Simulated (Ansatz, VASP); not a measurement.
# Two plane-wave programs on Si3Sn

Contents of INCAR:

```
SYSTEM = Si3Sn
PREC     = Accurate       ! precision mode
ENCUT    = 520            ! plane-wave cutoff, eV
EDIFF    = 1E-6           ! SCF threshold, eV
ISMEAR   = 0              ! smearing method
SIGMA    = 0.1            ! smearing width, eV
LREAL    = .False.        ! projectors in reciprocal space
LASPH    = .True.         ! aspherical terms in the spheres
NELM     = 100            ! most SCF steps
ALGO     = Normal         ! electronic algorithm
ISIF     = 2              ! what is computed and relaxed
LWAVE    = .False.        ! write WAVECAR
LCHARG   = .True.         ! write CHGCAR
GGA      = PE             ! functional
LELF     = .True.         ! ELF
LVHAR    = .True.       
NBANDS   = 21             ! bands
```

Contents of KPOINTS:

```
Automatic mesh
0
Gamma
  4 4 6
  0 0 0
```

Contents of POSCAR:

```
Si3Sn
1.0
    2.9792302400     -4.0349271000      0.0000000000
    2.9792302400      4.0349271000      0.0000000000
    0.0000000000      0.0000000000      3.0637960400
Si Sn
3 1
Direct
    0.0000000000      0.0000000000      0.0000000000
    0.0000000000      0.5000000000      0.5000000000
    0.5000000000      0.0000000000      0.5000000000
    0.5000000000      0.5000000000      0.0000000000
```

Input for Ansatz:

```yaml
crystal:
  lattice:
    - [2.97923024, -4.0349271, 0.0]
    - [2.97923024, 4.0349271, 0.0]
    - [0.0, 0.0, 3.06379604]
  atoms:
    - { symbol: Si, position: [0.0, 0.0, 0.0] }
    - { symbol: Si, position: [0.0, 0.5, 0.5] }
    - { symbol: Si, position: [0.5, 0.0, 0.5] }
    - { symbol: Sn, position: [0.5, 0.5, 0.0] }
basis:
  ecutwfc: 420
kpoints:
  mp_grid: { grid: [4, 4, 6] }
hamiltonian:
  xc: pbe
scf:
  occupations: { method: gaussian, width: 0.1 }
  lower_state_search: "off"
output:
  forces: true
  stress: true
  eigenvalues: true
```

Alike in both runs: task single point; functional PBE; k mesh 4 × 4 × 6; occupations gaussian, width 0.1 eV; no spin polarisation.

```csv
,VASP,Ansatz
version,VASP 6.6.1,Ansatz 0.2.0
potentials or method,"VASP PAW PBE potentials, release 64 (Si, Sn_d), cutoff 520 eV","scalar-relativistic, plane waves, PAW"
valence electrons in the cell,26,26
```

```csv
,VASP,Ansatz,Ansatz less VASP
gap on the k mesh at the Fermi level (eV),none,none,-
pressure (GPa),0.3,0.4,+0.08
"traceless stress, the component that is largest in VASP (GPa)",8.50,8.49,-0.006
```

A gap of «none» marks a metal or a gap that the smearing closes.
